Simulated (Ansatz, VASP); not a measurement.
# Al2Cu in VASP and in Ansatz

```
Al Cu
1.0
    -2.96887    2.96887    2.39028
     2.96887   -2.96887    2.39028
     2.96887    2.96887   -2.39028
Al Cu
4 2
Direct
  0.34052 0.15948 0.50000
  0.15948 0.65948 0.81896
  0.84052 0.34052 0.18104
  0.65948 0.84052 0.50000
  0.75000 0.75000 0.00000
  0.25000 0.25000 0.00000
```

Alike in both runs: functional LDA; k mesh 10 × 10 × 10; occupations fermi-dirac, width 0.15 eV; no spin polarisation.

Ansatz relaxed the structure, and its values are those at the end. VASP's run is a single point on that final structure, the one shown.

|  | VASP | Ansatz |
| --- | --- | --- |
| version | VASP 6.6.1 | Ansatz 0.2.0 |
| potentials or method | VASP PAW LDA potentials, release 64 (Al, Cu), cutoff 520 eV | scalar-relativistic, plane waves, PAW |
| valence electrons in the cell | 34 | 50 |

```tsv
	VASP	Ansatz	Ansatz less VASP
gap on the k mesh at the Fermi level (eV)	none	none	-
pressure (GPa)	0.3	0.0	-0.29
```

Ansatz warns that its potentials were made for another functional, while VASP's fit it. LDA's correlation is that of Perdew and Zunger in VASP and of Perdew and Wang (1992) in Ansatz. A gap of «none» marks a metal or a gap that the smearing closes. VASP's potentials hold 34 valence electrons a cell and Ansatz's 50, so a difference there can come from the potentials and not from the codes.
